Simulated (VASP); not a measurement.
Input of a VASP 6.6.1 run:

File INCAR:

```
ALGO     = Normal         # electronic algorithm
EDIFF    = 1E-7           # SCF threshold, eV
EDIFFG   = -0.03          # ionic threshold
ENCUT    = 500            # plane-wave cutoff, eV
GGA      = PE             # functional
GGA_COMPAT= False        
IBRION   = 2              # ionic algorithm
ISIF     = 3              # what is computed and relaxed
ISMEAR   = 0              # smearing method
LASPH    = True           # aspherical terms in the spheres
LCHARG   = False          # write CHGCAR
LREAL    = False          # projectors in reciprocal space
LWAVE    = False          # write WAVECAR
NELM     = 120            # most SCF steps
NELMIN   = 4            
NSW      = 80             # ionic steps
PREC     = Accurate       # precision mode
PSTRESS  = 100.0        
SIGMA    = 0.02           # smearing width, eV
```

Contents of KPOINTS:

```
k-points
0
Gamma
  6 6 6
```

Contents of POSCAR:

```
Br
1.0
    0.0000000000      3.2400000000      3.2400000000
    3.2400000000      0.0000000000      3.2400000000
    3.2400000000      3.2400000000      0.0000000000
Br
2
Direct
    1.0000000000      1.0000000000      1.0000000000
    0.2500000000      0.2500000000      0.2500000000
```

Potentials or basis: VASP PAW PBE potentials, release 64 (Br).

Launch:

```bash
$ cat potpaw_PBE.64/Br/POTCAR > POTCAR
$ mpirun -np 1 vasp_std > vasp.out
```

Problem. What does it give for the relaxed volume?

Solution. 31.54 Å³/atom.

Problem. Predict the band gap on the k mesh.

Solution. Zero (bands 7 and 8 overlap by 2.20 eV).

Problem. Estimate the space group after relaxing (to 0.1 Å).

Solution. Fd-3m (No. 227).

Problem. Estimate the relaxed cell.

Solution. a = 4.468 Å, b = 4.468 Å, c = 4.468 Å, α = 60.00°, β = 60.00°, γ = 60.00°.

Step by step:
| step | energy change (eV) | largest force (eV/Å) | pressure (GPa) | volume (Å³) |
| --- | --- | --- | --- | --- |
| 1 | 0.0000 | 0.0000 | 6.36 | 68.02 |
| 2 | 0.4149 | 0.0000 | 12.26 | 60.69 |
| 3 | 0.2492 | 0.0000 | 9.97 | 63.09 |

Caveat: the cell is relaxed towards a set pressure, so the run minimises the enthalpy, not the energy.
